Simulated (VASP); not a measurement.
The system is CaSi2N3.

```
Ca Si N
1.0
     5.44034    0.00000    0.00000
    -2.72017    4.71147    0.00000
     0.00000    0.00000    3.18941
Ca Si N
1 2 3
Direct
  0.00000 0.00000 0.50000
  0.66667 0.33333 0.50000
  0.33333 0.66667 0.50000
  0.00000 0.50000 0.00000
  0.50000 0.50000 0.00000
  0.50000 0.00000 0.00000
```

The cell was generated, and may not be a known phase.

* Program: VASP 6.6.1
* Task: relaxation of cell and atoms
* Functional: PBE
* Potentials or basis: VASP PAW PBE potentials, release 64 (Ca_sv, Si, N)
* Cutoff: 600 eV
* k mesh: 6 × 6 × 6
* Occupations: gaussian, width 0.1 eV
* Spin: no spin polarisation

At the start: pressure -21.1 GPa; volume 13.63 Å³/atom.

Problem. Where does the relaxation end?

Solution. Over 8 steps the energy falls by 649.1 meV/atom and the volume is 10.18 Å³/atom (-25.3 %); space group P6/mmm (No. 191, to 0.1 Å) before and after.

The path:
```csv
step,energy change (eV),largest force (eV/Å),pressure (GPa),volume (Å³)
1,0.0000,0.0000,-21.10,81.75
2,-2.7998,0.0000,4.96,61.00
3,-3.6339,0.0000,-11.56,66.16
4,-3.6341,0.0000,-10.87,65.85
5,-3.7427,0.0000,13.14,57.20
6,-3.8849,0.0000,1.25,60.70
7,-3.8794,0.0000,-1.69,61.57
8,-3.8948,0.0000,-0.12,61.09
```

Final structure:
```
Ca Si N
1.0
     5.20423    0.00000    0.00000
    -2.60211    4.50699    0.00000
     0.00000    0.00000    2.60437
Ca Si N
1 2 3
Direct
  0.00000 0.00000 0.50000
  0.66667 0.33333 0.50000
  0.33333 0.66667 0.50000
  0.00000 0.50000 0.00000
  0.50000 0.50000 0.00000
  0.50000 0.00000 0.00000
```

Caveat: the volume moved by over 15 % at a fixed basis, so the end points are rough; an odd number of electrons without spin polarisation forces a metal; a magnetic or distorted state may lie lower.
